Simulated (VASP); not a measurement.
# Rh (Fm-3m) in VASP: a series of runs

Aim: see how the results for Rh move with the level of theory and the settings. Levels: LDA, PBEsol, PBE. Tasks: single point.

All numbers are computed with VASP 6.6.1; they aren't measurements. Logs are shortened: lines on timing, memory, paths and dates and some standing lists are left out, and cuts for length are marked.

**1. The cell of the first run**

Symmetry: Fm-3m, No. 225, cubic system. Conventional cell: a = 3.753 Å, b = 3.753 Å, c = 3.753 Å, α = 90.00°, β = 90.00°, γ = 90.00°. Within 3.5 Å of Rh (site symmetry m-3m) lie 12 Rh at 2.65 Å.

**2. Single point, LDA**

INCAR reads:

```
PREC     = Accurate       # precision mode
ENCUT    = 520            # plane-wave cutoff, eV
EDIFF    = 1E-7           # SCF threshold, eV
ISMEAR   = -1             # smearing method
SIGMA    = 0.05           # smearing width, eV
LREAL    = False          # projectors in reciprocal space
LASPH    = True           # aspherical terms in the spheres
NELM     = 80             # most SCF steps
ALGO     = Normal         # electronic algorithm
ISIF     = 2              # what is computed and relaxed
LWAVE    = False          # write WAVECAR
LCHARG   = False          # write CHGCAR
GGA      = CA             # functional
NBANDS   = 14             # bands
```

KPOINTS reads:

```
regular mesh
0
Gamma
  12 12 12
```

POSCAR reads:

```
Rh
1.0
    0.0000000000      1.8766926536      1.8766926536
    1.8766926536      0.0000000000      1.8766926536
    1.8766926536      1.8766926536      0.0000000000
Rh
1
Direct
    0.0000000000      0.0000000000      0.0000000000
```

Potentials or basis: VASP PAW LDA potentials, release 64 (Rh_pv).

Command:

```console
> cat potpaw_LDA.64/Rh_pv/POTCAR > POTCAR
> mpirun -np 1 vasp_std > vasp.out
```

OUTCAR:

```text
PREC = Accurate
   ENCUT = 520
   EDIFF = 1E-7
   ISMEAR = -1
   LREAL = False
   LASPH = True
   NELM = 80
   ISIF = 2
   GGA = CA

 ion  position               nearest neighbor table
   1  0.000  0.000  0.000-

  LATTYP: Found a face centered cubic cell.
 ALAT       =     3.7533853072

  Lattice vectors:

 A1 = (   0.0000000000,   1.8766926536,   1.8766926536)
 A2 = (   1.8766926536,   0.0000000000,   1.8766926536)
 A3 = (   1.8766926536,   1.8766926536,   0.0000000000)

Analysis of symmetry for initial positions (statically):
[... 33 lines left out ...]
                                     Primitive cell

  volume of cell :      13.2193

  direct lattice vectors                    reciprocal lattice vectors
     0.000000000  1.876692654  1.876692654    -0.266426151  0.266426151  0.266426151
     1.876692654  0.000000000  1.876692654     0.266426151 -0.266426151  0.266426151
     1.876692654  1.876692654  0.000000000     0.266426151  0.266426151 -0.266426151

  length of vectors
     2.654044203  2.654044203  2.654044203     0.461463630  0.461463630  0.461463630

  position of ions in fractional coordinates (direct lattice)
     0.000000000  0.000000000  0.000000000

  ion indices of the primitive-cell ions
   primitive index   ion index
                 1           1

----------------------------------------------------------------------------------------

 KPOINTS: regular mesh

Automatic generation of k-mesh.
 Grid dimensions read from file:
 generate k-points for:   12   12   12

 Generating k-lattice:

  Cartesian coordinates                     Fractional coordinates (reciprocal lattice)
    -0.022202179  0.022202179  0.022202179     0.083333333  0.000000000  0.000000000
     0.022202179 -0.022202179  0.022202179     0.000000000  0.083333333  0.000000000
     0.022202179  0.022202179 -0.022202179     0.000000000  0.000000000  0.083333333

  Length of vectors
     0.038455302  0.038455302  0.038455302

  Shift w.r.t. Gamma in fractional coordinates (k-lattice)
     0.000000000  0.000000000  0.000000000

 Subroutine IBZKPT returns following result:
 ===========================================

 Found     72 irreducible k-points:

 Following reciprocal coordinates:
            Coordinates               Weight
  0.000000  0.000000  0.000000      1.000000
[... 38 lines left out ...]
   LSORBIT =      F    spin-orbit coupling
   LASPH  =      T    aspherical Exc in radial PAW
   ENCUT  =  520.0 eV  38.22 Ry    6.18 a.u.   4.93  4.93  4.93*2*pi/ulx,y,z
   NELM   =     80;   NELMIN=  2; NELMDL= -5     # of ELM steps
   EDIFF  = 0.1E-06   stopping-criterion for ELM
   LREAL  =      F    real-space projection
   EDIFFG = 0.1E-05   stopping-criterion for IOM
   NSW    =      0    number of steps for IOM
   IBRION =     -1    ionic relax: 0-MD 1-quasi-New 2-CG
   NFREE  =      0    steps in history (QN), initial steepest desc. (CG)
   ISIF   =      2    stress and relaxation
   ISYM   =      2    0-nonsym 1-usesym 2-fastsym
   POTIM  = 0.5000    time-step for ionic-motion
   TEBEG  =    0.0;   TEEND  =   0.0 temperature during run
   PSTRESS=    0.0 pullay stress
   NELECT =      15.0000    total number of electrons
   NUPDOWN=      -1.0000    fix difference up-down
   EMIN   =  10.00;   EMAX   =-10.00  energy-range for DOS
   EFERMI =   0.00;   METHOD = LEGACY
   ISMEAR =    -1;   SIGMA  =   0.05  broadening in eV -4-tet -1-fermi 0-gaus
   EFERMI_NEDOS =   21; number of points for ismear=-14 and -15
   IALGO  =     38    algorithm
   IMIX   =      4    mixing-type and parameters
     AMIX     =   0.40;   BMIX     =  1.00
     AMIX_MAG =   1.60;   BMIX_MAG =  1.00
  volume/ion in A,a.u.               =      13.22        89.21
  Fermi-wavevector in a.u.,A,eV,Ry     =   1.707532  3.226767 39.670022  2.915664
  Thomas-Fermi vector in A             =   2.786367
   LORBIT       =      0    0 simple, 1 ext, 2 COOP (PROOUT), +10 PAW based schemes
   GGA     = CA    functional components
   LHFCALC =     F    Hartree Fock is set to
   AEXX    =    0.0000 exact exchange contribution
   IVDW    =     0    specifies the selected vdW correction
   LEPSILON=     F    determine dielectric tensor
   LRPA    =     F    only Hartree local field effects (RPA)
 non-spin polarized calculation
  energy-cutoff  :      520.00
  volume of cell :       13.22
 maximum number of plane-waves:       366
   NGX =  9   NGY =  9   NGZ =  9

 number of electron      15.0000002 magnetization

 Free energy of the ion-electron system (eV)
  ---------------------------------------------------
  ext. energy  EPLUGINS =         0.00000000
  ---------------------------------------------------
  free energy    TOTEN  =        -8.69209267 eV

  energy without entropy =       -8.68444688  energy(sigma->0) =       -8.68826978

 E-fermi :  12.4666     XC(G=0): -14.6055

 val. band max:       12.3728957946   @ k =   0.3333   0.0833   0.0000
 cond. band min:      12.5053824893   @ k =   0.5000   0.4167   0.0000
 fundamental gap:      0.1324866946
 Fermi energy:        12.4666265288

 k-point     1 :       0.0000    0.0000    0.0000
  band No.  band energies     occupation
      1     -33.8006      2.00000
      2     -33.8006      2.00000
      3     -33.8006      2.00000
      4       4.1313      2.00000
      5       9.1366      2.00000
      6       9.1366      2.00000
      7       9.1366      2.00000
      8      11.3941      2.00000
      9      11.3941      2.00000
     10      28.3634      0.00000
     11      32.6508      0.00000
     12      33.9940      0.00000
     13      33.9940      0.00000
     14      33.9940      0.00000
[... 377 lines left out ...]
      1     -34.5750      2.00000
      2     -34.0733      2.00000
      3     -33.9493      2.00000
      4       6.7109      2.00000
      5       8.4386      2.00000
      6       9.7796      2.00000
      7      10.2412      2.00000
      8      12.7206      0.01237
      9      16.7043      0.00000
     10      21.5044      0.00000
     11      28.6804      0.00000
     12      31.5704      0.00000
     13      32.6550      0.00000
     14      33.3469      0.00000

 [... further k-points ...]
[... 5 lines left out ...]
  --------------------------------------------------------------------------------------
  -------------------------------------------------------------------------------------
  Total        0.0689400      0.0689400      0.0689400     -0.0000000      0.0000000     -0.0000000
  in kB        8.3555052      8.3555052      8.3555052     -0.0000000      0.0000000     -0.0000000
  external PRESSURE =       8.3555052 kB  Pullay stress =       0.0000000 kB

 VOLUME and BASIS-vectors are now :
 -----------------------------------------------------------------------------
  energy-cutoff  :      520.00
  volume of cell :       13.22
      direct lattice vectors                 reciprocal lattice vectors
     0.000000000  1.876692654  1.876692654    -0.266426151  0.266426151  0.266426151
     1.876692654  0.000000000  1.876692654     0.266426151 -0.266426151  0.266426151
     1.876692654  1.876692654  0.000000000     0.266426151  0.266426151 -0.266426151

 POSITION                                       TOTAL-FORCE (eV/Angst)
 -----------------------------------------------------------------------------------
      0.00000      0.00000      0.00000         0.000000     -0.000000     -0.000000
 -----------------------------------------------------------------------------------
    total drift:                               -0.000000     -0.000000     -0.000000

  FREE ENERGIE OF THE ION-ELECTRON SYSTEM (eV)
  ---------------------------------------------------
  free  energy   TOTEN  =        -8.6920926724 eV

  energy  without entropy=       -8.6844468790  energy(sigma->0) =       -8.68826978
```

Wall time 24 s (1 thread of AMD EPYC 7R13, shared host); peak memory 0.09 GiB.

What came out:

| Property | Result |
| --- | --- |
| Free energy | -8.6921 eV |
| Pressure | 0.8 GPa |

**3. Single point, PBEsol**

This run uses another cell than the first one, of 13.67 Å³/atom, 1.034 times its volume.

INCAR reads:

```
SYSTEM = Rh
PREC = Accurate ; ENCUT = 520
EDIFF = 1E-6 ; ISMEAR = 0
SIGMA = 0.02 ; LREAL = .False.
LASPH = .True. ; NELM = 60
ALGO = Normal ; ISIF = 2
LWAVE = .False. ; LCHARG = .False.
GGA = PS ; NBANDS = 14
```

KPOINTS reads:

```
regular mesh
0
Gamma
  12 12 12
  0 0 0
```

POSCAR reads:

```
Rh
1.0
    0.0000000000      1.8978500000      1.8978500000
    1.8978500000      0.0000000000      1.8978500000
    1.8978500000      1.8978500000      0.0000000000
Rh
1
Direct
    0.0000000000      0.0000000000      0.0000000000
```

Potentials or basis: VASP PAW PBE potentials, release 64 (Rh_pv).

Command:

```console
> cat potpaw_PBE.64/Rh_pv/POTCAR > POTCAR
> mpirun -np 1 vasp_std > vasp.out
```

It took 23 s on 1 thread of AMD EPYC 7R13, shared host; peak memory 0.1 GiB.

It converged, with:

* Free energy: -8.1398 eV
* Pressure: -3.9 GPa

Levels at points of the mesh, in eV from the Fermi level:
```tsv
k point	band 4	band 5	band 6	band 7	band 8	band 9	band 10	band 11
(0.00, 0.00, 0.00)	-8.15	-3.19	-3.19	-3.19	-1.06	-1.06	15.88	20.26
(0.50, 0.00, 0.00)	-6.27	-3.26	-3.26	0.52	0.52	0.60	8.59	15.39
(0.50, 0.50, 0.00)	-6.46	-6.09	0.50	0.94	0.94	3.13	12.24	13.21
```

Caveat: the PAW data sets were made with another functional, which shifts forces and pressure a little.

**4. Single point, PBE**

This run uses another cell than the first one, of 13.67 Å³/atom, 1.034 times its volume.

INCAR reads:

```
SYSTEM = Rh
PREC = Accurate
ENCUT = 520
EDIFF = 1E-6
ISMEAR = 0
SIGMA = 0.013000000000000001
LREAL = .False.
LASPH = .True.
NELM = 80
ALGO = Fast
ISIF = 2
LWAVE = .False.
LCHARG = .False.
GGA = PE
NBANDS = 14
```

KPOINTS reads:

```
Automatic mesh
0
Gamma
  12 12 12
  0 0 0
```

POSCAR is that of step 3.

Command:

```console
> cat potpaw_PBE.64/Rh_pv/POTCAR > POTCAR
> mpirun -np 1 vasp_std > vasp.out
```

Run time: 30 s. Hardware: 1 thread of AMD EPYC 7R13, shared host; peak memory 0.1 GiB.

The run converged. Its results:

| Property | Result |
| --- | --- |
| Free energy | -7.2524 eV |
| Pressure | 7.3 GPa |

Levels at points of the mesh, in eV from the Fermi level:
```tsv
k point	band 4	band 5	band 6	band 7	band 8	band 9	band 10	band 11
(0.00, 0.00, 0.00)	-8.06	-3.17	-3.17	-3.17	-1.07	-1.07	15.94	20.42
(0.50, 0.00, 0.00)	-6.23	-3.25	-3.25	0.50	0.50	0.67	8.64	15.45
(0.50, 0.50, 0.00)	-6.43	-6.06	0.47	0.92	0.92	3.21	12.28	13.30
```

**5. Summary**

```csv
level,potentials or basis,cell,smearing,gap on the mesh (eV),pressure (GPa)
LDA,"VASP PAW LDA potentials, release 64 (Rh_pv)","a = 2.654 Å, angles 60.0°, 1 atom",fermi-dirac 0.05 eV,none,0.8
PBEsol,"VASP PAW PBE potentials, release 64 (Rh_pv)","a = 2.684 Å, angles 60.0°, 1 atom",gaussian 0.02 eV,none,-3.9
PBE,"VASP PAW PBE potentials, release 64 (Rh_pv)","a = 2.684 Å, angles 60.0°, 1 atom",gaussian 0.013 eV,none,7.3
```

Alike in all rows: task single point; no spin polarisation; k mesh 12 × 12 × 12; cutoff (eV) 520.

Caveats: the PAW data sets were made with another functional, which shifts forces and pressure a little (some runs).

Absolute energies hang on the potentials; compare differences alone.
